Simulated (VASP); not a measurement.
Write the native input for VASP 6.6.1 that does the following.

| Property | Result |
| --- | --- |
| Task | single point |
| Functional | PBEsol |
| Potentials or basis | VASP PAW PBE potentials, release 64 (Tl_d, Br) |
| Cutoff | 500 eV |
| k mesh | 4 × 4 × 4 |
| Occupations | gaussian, width 0.01 eV |
| Spin | no spin polarisation |
| Dipole correction | no |
| Further INCAR settings | ALGO = Normal; EDIFF = 1e-06; NBANDS = 17 |

The structure of TlBr lies in POSCAR:

```
TlBr
1.0
    3.9461933093      0.0000000000      0.0000000000
    0.0000000000      3.9461933093      0.0000000000
    0.0000000000      0.0000000000      3.9461933093
Tl Br
1 1
Direct
    0.0000000000      0.0000000000      0.0000000000
    0.5000000000      0.5000000000      0.5000000000
```

One way to write it, as run:

INCAR

```
ALGO = Normal
EDIFF = 1E-6
ENCUT = 500
GGA = PS
GGA_COMPAT = False
ISIF = 2
ISMEAR = 0
LASPH = True
LCHARG = True
LELF = True
LREAL = False
LVHAR = True
LWAVE = False
NBANDS = 17
NELM = 120
PREC = Accurate
SIGMA = 0.01
```

KPOINTS

```
k-points
0
Gamma
  4 4 4
```

Potentials or basis: VASP PAW PBE potentials, release 64 (Tl_d, Br).

The run is started by

```bash
$ cat potpaw_PBE.64/Tl_d/POTCAR potpaw_PBE.64/Br/POTCAR > POTCAR
$ mpirun -np 1 vasp_std > vasp.out
```

Results of the run:

* Pressure: -0.5 GPa
* Band gap on the k mesh: 1.65 eV, direct

Caveat: the PAW data sets were made with another functional, which shifts forces and pressure a little; spin-orbit coupling is left out, which moves the levels of the heavy elements.

It took 5.5 s on 1 thread of Intel(R) Xeon(R) 6975P-C (Granite Rapids), on a shared host, peak memory 0.16 GiB.
